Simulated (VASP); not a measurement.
A run of VASP 6.6.1 is set up as follows.

File INCAR:

```
PREC = Accurate
ENCUT = 520
EDIFF = 1E-7
ISMEAR = -1
SIGMA = 0.1
LREAL = False
LASPH = True
NELM = 60
ALGO = Normal
ISIF = 2
LWAVE = False
LCHARG = True
GGA = PE
LELF = True
LVHAR = True
NBANDS = 21
```

File KPOINTS:

```
regular mesh
0
Gamma
  11 11 11
```

POSCAR

```
Mo
1.0
    0.0000000000      2.8451482237      2.8451482237
    2.8451482237      0.0000000000      2.8451482237
    2.8451482237      2.8451482237      0.0000000000
Mo
2
Direct
    0.1250000000      0.1250000000      0.1250000000
    0.8750000000      0.8750000000      0.8750000000
```

Potentials or basis: VASP PAW PBE potentials, release 64 (Mo_sv).

The run is started by

```bash
$ cat potpaw_PBE.64/Mo_sv/POTCAR > POTCAR
$ mpirun -np 1 vasp_std > vasp.out
```

What does it give for the band gap on the k mesh?

Zero (band 14 reaches 7.10 eV, above the bottom of band 15 at 6.64 eV).

What does it give for the pressure?

0.4 GPa.
